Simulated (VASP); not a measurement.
Here is a VASP 6.6.1 calculation.

INCAR

```
PREC = Accurate
ENCUT = 520
EDIFF = 1E-7
ISMEAR = -1
SIGMA = 0.05
LREAL = False
LASPH = True
NELM = 100
ALGO = Normal
ISIF = 2
LWAVE = False
LCHARG = False
GGA = PS
NBANDS = 14
```

Contents of KPOINTS:

```
Automatic mesh
0
Gamma
  9 9 6
```

File POSCAR:

```
Li
1.0
    2.9060713639      0.0000000000      0.0000000000
   -1.4530356819      2.5167316263      0.0000000000
    0.0000000000      0.0000000000      9.8288922741
Li
4
Direct
    0.0000000000      0.0000000000      0.0000000000
    0.0000000000      0.0000000000      0.5000000000
    0.3333333333      0.6666666667      0.2500000000
    0.6666666667      0.3333333333      0.7500000000
```

Potentials or basis: VASP PAW PBE potentials, release 64 (Li_sv).

Run with:

```bash
$ cat potpaw_PBE.64/Li_sv/POTCAR > POTCAR
$ mpirun -np 1 vasp_std > vasp.out
```

Estimate the band gap on the k mesh.

zero (bands 6 and 7 overlap by 4.38 eV).
